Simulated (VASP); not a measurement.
The system is Ni.

```
Ni
1.0
    -1.38372    1.38372    1.38372
     1.38372   -1.38372    1.38372
     1.38372    1.38372   -1.38372
Ni
1
Direct
  0.00000 0.00000 0.00000
```

- Program: VASP 6.6.1
- Task: relaxation of cell and atoms
- Functional: BLYP
- Potentials or basis: VASP PAW PBE potentials, release 64 (Ni)
- Cutoff: 600 eV
- k mesh: 13 × 13 × 13
- Occupations: fermi-dirac, width 0.05 eV
- Spin: collinear spin, ferromagnetic start
- Starting moments: [1.0] μB

At the start: pressure 17.5 GPa; volume 10.60 Å³/atom.

Question: Where does the relaxation end?

Answer: Over 3 steps the energy falls by 49.0 meV/atom and the volume is 11.58 Å³/atom (+9.3 %); space group Im-3m (No. 229, to 0.05 Å); moment 0.58 μB per cell.

The path:
| step | energy change (eV) | largest force (eV/Å) | pressure (GPa) | volume (Å³) |
| --- | --- | --- | --- | --- |
| 1 | 0.0000 | 0.0000 | 17.50 | 10.60 |
| 2 | -0.0187 | 0.0000 | -10.00 | 12.47 |
| 3 | -0.0490 | 0.0000 | -0.12 | 11.58 |

Final structure:
```xyz
1
Lattice="-1.4253 1.4253 1.4253 1.4253 -1.4253 1.4253 1.4253 1.4253 -1.4253" Properties=species:S:1:pos:R:3 pbc="T T T"
Ni    0.0000    0.0000    0.0000
```

Caveat: the PAW data sets were made with another functional, which shifts forces and pressure a little.
